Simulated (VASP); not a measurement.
# Y (P6_3/mmc) in VASP: notebook

The runs below take Y through single point, relaxation of cell and atoms, with r2SCAN.

Everything below comes from runs of VASP 6.6.1. Logs are shortened: lines on timing, memory, paths and dates and some standing lists are left out, and cuts for length are marked.

**1. The cell of the first run**

Symmetry: P6_3/mmc, No. 194, hexagonal system. The conventional cell has a = 3.682 Å, b = 3.682 Å, c = 5.689 Å, α = 90.00°, β = 90.00°, γ = 120.00°. Y (site symmetry -6m2) has 12 Y at 3.55 to 3.68 Å within 4.7 Å.

**2. Single point, r2SCAN**

The input, POSCAR:

```
Y
1.0
    3.6820134657      0.0000000000      0.0000000000
   -1.8410067329      3.1887171984      0.0000000000
    0.0000000000      0.0000000000      5.6886330385
Y
2
Direct
    0.3333333333      0.6666666667      0.2500000000
    0.6666666667      0.3333333333      0.7500000000
```

The input, INCAR.step1:

```
SYSTEM = Y
PREC = Accurate
ENCUT = 520
ISMEAR = -1
SIGMA = 0.05
LREAL = .False.
LASPH = .True.
NELM = 100
NBANDS = 18
GGA = PE
ALGO = Normal
EDIFF = 1E-4
LWAVE = .True.
LCHARG = .False.
```

The input, INCAR.step2:

```
SYSTEM = Y
PREC = Accurate
ENCUT = 520
EDIFF = 1E-6
ISMEAR = -1
SIGMA = 0.05
LREAL = .False.
LASPH = .True.
NELM = 100
ALGO = Normal
ISIF = 2
LWAVE = .False.
LCHARG = .False.
METAGGA = R2SCAN
LMIXTAU = .True.
NBANDS = 18
ISTART = 1
```

The input, KPOINTS:

```
regular mesh
0
Gamma
  10 10 6
  0 0 0
```

Potentials or basis: VASP PAW PBE potentials, release 64 (Y_sv).

On the command line:

```console
> cat potpaw_PBE.64/Y_sv/POTCAR > POTCAR
> cp INCAR.step1 INCAR
> mpirun -np 1 vasp_std > vasp.out
> cp INCAR.step2 INCAR
> mpirun -np 1 vasp_std > vasp.out
```

OUTCAR:

```text
SYSTEM = Y
   PREC = Accurate
   ENCUT = 520
   EDIFF = 1E-6
   ISMEAR = -1
   LREAL = .False.
   LASPH = .True.
   NELM = 100
   ISIF = 2
   METAGGA = R2SCAN
   ISTART = 1

 ion  position               nearest neighbor table
   1  0.333  0.667  0.250-   2 3.55   2 3.55   2 3.55   2 3.55   2 3.55   2 3.55
   2  0.667  0.333  0.750-   1 3.55   1 3.55   1 3.55   1 3.55   1 3.55   1 3.55

  LATTYP: Found a hexagonal cell.
 ALAT       =     3.6820134657
 C/A-ratio  =     1.5449788795

  Lattice vectors:

 A1 = (   3.6820134657,   0.0000000000,   0.0000000000)
 A2 = (  -1.8410067329,   3.1887171984,   0.0000000000)
 A3 = (   0.0000000000,   0.0000000000,   5.6886330385)

Analysis of symmetry for initial positions (statically):
=====================================================================
 Subroutine PRICEL returns:
 Original cell was already a primitive cell.

 Routine SETGRP: Setting up the symmetry group for a
 hexagonal supercell.

 Subroutine GETGRP returns: Found 24 space group operations
 (whereof 12 operations were pure point group operations)
 out of a pool of 24 trial point group operations.

The static configuration has the point symmetry D_3d.
 The point group associated with its full space group is D_6h.

Analysis of symmetry for dynamics (positions and initial velocities):
=====================================================================
 Subroutine PRICEL returns:
 Original cell was already a primitive cell.

 Routine SETGRP: Setting up the symmetry group for a
 hexagonal supercell.

 Subroutine GETGRP returns: Found 24 space group operations
 (whereof 12 operations were pure point group operations)
 out of a pool of 24 trial point group operations.

The dynamic configuration has the point symmetry D_3d.
 The point group associated with its full space group is D_6h.

 Subroutine INISYM returns: Found 24 space group operations
 (whereof 12 operations are pure point group operations),
 and found     1 'primitive' translations

----------------------------------------------------------------------------------------

                                     Primitive cell

  volume of cell :      66.7897

  direct lattice vectors                    reciprocal lattice vectors
     3.682013466  0.000000000  0.000000000     0.271590533  0.156802867  0.000000000
    -1.841006733  3.188717198  0.000000000     0.000000000  0.313605735  0.000000000
     0.000000000  0.000000000  5.688633038     0.000000000  0.000000000  0.175789156

  length of vectors
     3.682013466  3.682013466  5.688633038     0.313605735  0.313605735  0.175789156

  position of ions in fractional coordinates (direct lattice)
     0.333333333  0.666666667  0.250000000
     0.666666667  0.333333333  0.750000000

  ion indices of the primitive-cell ions
   primitive index   ion index
                 1           1
                 2           2

----------------------------------------------------------------------------------------

 KPOINTS: regular mesh

Automatic generation of k-mesh.
 Grid dimensions read from file:
 generate k-points for:   10   10    6

 Generating k-lattice:

  Cartesian coordinates                     Fractional coordinates (reciprocal lattice)
     0.027159053  0.015680287  0.000000000     0.100000000 -0.000000000  0.000000000
     0.000000000  0.031360573  0.000000000     0.000000000  0.100000000  0.000000000
     0.000000000  0.000000000  0.029298193     0.000000000  0.000000000  0.166666667

  Length of vectors
     0.031360573  0.031360573  0.029298193

  Shift w.r.t. Gamma in fractional coordinates (k-lattice)
     0.000000000  0.000000000  0.000000000

 Subroutine IBZKPT returns following result:
 ===========================================

 Found     56 irreducible k-points:

 Following reciprocal coordinates:
            Coordinates               Weight
  0.000000  0.000000  0.000000      1.000000
  0.100000 -0.000000  0.000000      6.000000
  0.200000 -0.000000  0.000000      6.000000
  0.300000 -0.000000  0.000000      6.000000
  0.400000  0.000000  0.000000      6.000000
  0.500000 -0.000000  0.000000      3.000000
[... 16 lines left out ...]
  0.300000  0.100000  0.166667     24.000000
  0.400000  0.100000  0.166667     24.000000
 [... further k-points ...]
   k-points           NKPTS =     56   k-points in BZ     NKDIM =     56   number of bands    NBANDS=     18
   number of dos      NEDOS =    301   number of ions     NIONS =      2
   total plane-waves  NPLWV =  32928
   dimension x,y,z NGX =    28 NGY =   28 NGZ =   42
   dimension x,y,z NGXF=    56 NGYF=   56 NGZF=   84
   ions per type =               2
   NGX,Y,Z   is equivalent  to a cutoff of  12.64, 12.64, 12.27 a.u.
   NGXF,Y,Z  is equivalent  to a cutoff of  25.28, 25.28, 24.55 a.u.
 SYSTEM =  Y
   PREC   = accura    normal or accurate (medium, high low for compatibility)
   ISTART =      1    job   : 0-new  1-cont  2-samecut
   ICHARG =      0    charge: 1-file 2-atom 10-const
   ISPIN  =      1    spin polarized calculation?
   LNONCOLLINEAR =      F non collinear calculations
   LSORBIT =      F    spin-orbit coupling
   LASPH  =      T    aspherical Exc in radial PAW
   ENCUT  =  520.0 eV  38.22 Ry    6.18 a.u.   6.85  6.85 10.58*2*pi/ulx,y,z
   NELM   =    100;   NELMIN=  2; NELMDL=  0     # of ELM steps
   EDIFF  = 0.1E-05   stopping-criterion for ELM
   LREAL  =      F    real-space projection
   EDIFFG = 0.1E-04   stopping-criterion for IOM
   NSW    =      0    number of steps for IOM
   IBRION =     -1    ionic relax: 0-MD 1-quasi-New 2-CG
   NFREE  =      0    steps in history (QN), initial steepest desc. (CG)
   ISIF   =      2    stress and relaxation
   ISYM   =      2    0-nonsym 1-usesym 2-fastsym
   POTIM  = 0.5000    time-step for ionic-motion
   TEBEG  =    0.0;   TEEND  =   0.0 temperature during run
   PSTRESS=    0.0 pullay stress
   NELECT =      22.0000    total number of electrons
   NUPDOWN=      -1.0000    fix difference up-down
   EMIN   =  10.00;   EMAX   =-10.00  energy-range for DOS
   EFERMI =   0.00;   METHOD = LEGACY
   ISMEAR =    -1;   SIGMA  =   0.05  broadening in eV -4-tet -1-fermi 0-gaus
   EFERMI_NEDOS =   21; number of points for ismear=-14 and -15
   IALGO  =     38    algorithm
   IMIX   =      4    mixing-type and parameters
     AMIX     =   0.40;   BMIX     =  1.00
     AMIX_MAG =   1.60;   BMIX_MAG =  1.00
  volume/ion in A,a.u.               =      33.39       225.36
  Fermi-wavevector in a.u.,A,eV,Ry     =   1.130609  2.136542 17.392026  1.278278
  Thomas-Fermi vector in A             =   2.267306
   LORBIT       =      0    0 simple, 1 ext, 2 COOP (PROOUT), +10 PAW based schemes
   METAGGA = R2SCAN    functional components
   LHFCALC =     F    Hartree Fock is set to
   AEXX    =    0.0000 exact exchange contribution
   IVDW    =     0    specifies the selected vdW correction
   LEPSILON=     F    determine dielectric tensor
   LRPA    =     F    only Hartree local field effects (RPA)
 non-spin polarized calculation
  energy-cutoff  :      520.00
  volume of cell :       66.79
 maximum number of plane-waves:      1818
 NGX is ok and might be reduce to    28
   NGX = 13   NGY = 13   NGZ = 21

 number of electron      21.9999999 magnetization

 Free energy of the ion-electron system (eV)
  ---------------------------------------------------
  ext. energy  EPLUGINS =         0.00000000
  ---------------------------------------------------
  free energy    TOTEN  =       -40.55877636 eV

  energy without entropy =      -40.53035803  energy(sigma->0) =      -40.54456720

 E-fermi :   2.9401     XC(G=0): -10.0004

 val. band max:        2.9179182238   @ k =   0.2000   0.1000   0.3333
 cond. band min:       2.9413293226   @ k =   0.3000   0.3000   0.5000
 fundamental gap:      0.0234110989
 Fermi energy:         2.9400634186

 k-point     1 :       0.0000    0.0000    0.0000
  band No.  band energies     occupation
      1     -41.2675      2.00000
      2     -41.1888      2.00000
      3     -20.9022      2.00000
      4     -20.4166      2.00000
      5     -20.4166      2.00000
      6     -20.3231      2.00000
[... 10 lines left out ...]
     17       5.9672      0.00000
     18       5.9672      0.00000

 k-point     2 :       0.1000   -0.0000    0.0000
  band No.  band energies     occupation
      1     -41.2626      2.00000
      2     -41.1874      2.00000
      3     -20.8844      2.00000
      4     -20.4503      2.00000
      5     -20.4285      2.00000
      6     -20.3586      2.00000
[... 10 lines left out ...]
     17       5.7616      0.00000
     18       5.7712      0.00000

 k-point     3 :       0.2000   -0.0000    0.0000
  band No.  band energies     occupation
      1     -41.2494      2.00000
      2     -41.1839      2.00000
      3     -20.8344      2.00000
      4     -20.5393      2.00000
      5     -20.4582      2.00000
      6     -20.4485      2.00000
[... 10 lines left out ...]
     17       6.2125      0.00000
     18       6.3042      0.00000

 k-point     4 :       0.3000   -0.0000    0.0000
  band No.  band energies     occupation
      1     -41.2317      2.00000
      2     -41.1810      2.00000
      3     -20.7626      2.00000
      4     -20.6504      2.00000
      5     -20.5541      2.00000
      6     -20.4930      2.00000
[... 375 lines left out ...]
      4     -20.5795      2.00000
      5     -20.5482      2.00000
      6     -20.4702      2.00000
[... 10 lines left out ...]
     17       6.5272      0.00000
     18       7.0058      0.00000

 k-point    23 :       0.3000    0.1000    0.1667
  band No.  band energies     occupation
      1     -41.2180      2.00000
      2     -41.1831      2.00000
      3     -20.7661      2.00000
      4     -20.6603      2.00000
      5     -20.5963      2.00000
      6     -20.5113      2.00000
[... 10 lines left out ...]
     17       7.4447      0.00000
     18       7.6920      0.00000

 k-point    24 :       0.4000    0.1000    0.1667
  band No.  band energies     occupation
      1     -41.2060      2.00000
      2     -41.1836      2.00000
      3     -20.7932      2.00000
      4     -20.6944      2.00000
      5     -20.5978      2.00000
      6     -20.5263      2.00000
[... 10 lines left out ...]
     17       8.0520      0.00000
     18       8.2719      0.00000

 [... further k-points ...]

------------------------ aborting loop because EDIFF is reached ----------------------------------------

  FORCE on cell =-STRESS in cart. coord.  units (eV):
  Direction    XX          YY          ZZ          XY          YZ          ZX
  --------------------------------------------------------------------------------------
  -------------------------------------------------------------------------------------
  Total        0.0234253      0.0234253      0.0108581     -0.0000000      0.0000000      0.0000000
  in kB        0.5619356      0.5619356      0.2604687     -0.0000000      0.0000000      0.0000000
  external PRESSURE =       0.4614466 kB  Pullay stress =       0.0000000 kB

 VOLUME and BASIS-vectors are now :
 -----------------------------------------------------------------------------
  energy-cutoff  :      520.00
  volume of cell :       66.79
      direct lattice vectors                 reciprocal lattice vectors
     3.682013466  0.000000000  0.000000000     0.271590533  0.156802867  0.000000000
    -1.841006733  3.188717198  0.000000000     0.000000000  0.313605735  0.000000000
     0.000000000  0.000000000  5.688633038     0.000000000  0.000000000  0.175789156

 POSITION                                       TOTAL-FORCE (eV/Angst)
 -----------------------------------------------------------------------------------
     -0.00000      2.12581      1.42216         0.000000     -0.000000      0.000000
      1.84101      1.06291      4.26647        -0.000000      0.000000      0.000000
 -----------------------------------------------------------------------------------
    total drift:                                0.000000     -0.000000      0.000000

  FREE ENERGIE OF THE ION-ELECTRON SYSTEM (eV)
  ---------------------------------------------------
  free  energy   TOTEN  =       -40.5587763640 eV

  energy  without entropy=      -40.5303580330  energy(sigma->0) =      -40.54456720
```

Run time: 2.1 min. Hardware: 1 thread of Intel Xeon 6975P-C (Granite Rapids), shared host; peak memory 0.23 GiB.

Results:

- Free energy: -40.5588 eV
- Pressure: 0.0 GPa
- Band gap on the k mesh: zero (bands 11 and 12 overlap by 1.68 eV)

Caveat: the PAW data sets were made with another functional, which shifts forces and pressure a little.

(Part 1 of 2 ends here.)
